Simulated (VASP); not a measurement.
Wanted: the native input for a VASP 6.6.1 run.

* Task: relaxation of cell and atoms
* Functional: PBE
* Potentials or basis: VASP PAW PBE potentials, release 64 (Al, Cu)
* Cutoff: 600 eV
* k mesh: 6 × 6 × 6
* Occupations: gaussian, width 0.1 eV
* Spin: no spin polarisation
* Dipole correction: no
* Further INCAR settings: ALGO = Normal; EDIFF = 1e-06; IBRION = 2; EDIFFG = -0.04; NSW = 90; ISIF = 3

The structure of Al2Cu lies in POSCAR:

```
Al2Cu
1.0
    2.0633095300      1.1912523100      3.2974690500
   -2.0633095300      1.1912523100      3.2974690500
    0.0000000000     -2.3825046200      3.2974690500
Al Cu
2 1
Direct
    0.6725752900      0.6725752900      0.6725752900
    0.9069950100      0.9069950100      0.9069950100
    0.2009238100      0.2009238100      0.2009238100
```

The cell was built from a structure type or drawn by symmetry, and may not be a known phase.

The input as run:

INCAR

```
PREC = Accurate
ENCUT = 600
EDIFF = 1E-6
ISMEAR = 0
SIGMA = 0.1
LREAL = F
LASPH = T
NELM = 60
ALGO = Normal
ISIF = 3
LWAVE = F
LCHARG = F
GGA = PE
IBRION = 2
NSW = 90
EDIFFG = -0.04
```

KPOINTS

```
Automatic mesh
0
Gamma
  6 6 6
```

Potentials or basis: VASP PAW PBE potentials, release 64 (Al, Cu).

Command:

```sh
$ cat potpaw_PBE.64/Al/POTCAR potpaw_PBE.64/Cu/POTCAR > POTCAR
$ mpirun -np 1 vasp_std > vasp.out
```

It gave:

```
Relaxed volume                        : 17.58 Å³/atom
Relaxed cell                          : a = 4.135 Å, b = 4.135 Å, c = 4.135 Å, α = 62.49°, β = 62.49°, γ = 62.49°
Space group after relaxing (to 0.1 Å) : R3m (No. 160)
Energy gained by relaxing             : 120.6 meV/atom
Ionic steps                           : 16
Pressure after relaxing               : 0.0 GPa
Largest force after relaxing          : 0.032 eV/Å
Band gap on the k mesh                : zero (an odd number of electrons rules out a gap without spin polarisation)
```

Run time: 2.8 min on 1 thread of Intel(R) Xeon(R) Platinum 8488C (Sapphire Rapids) (shared host), peak memory 0.21 GiB.
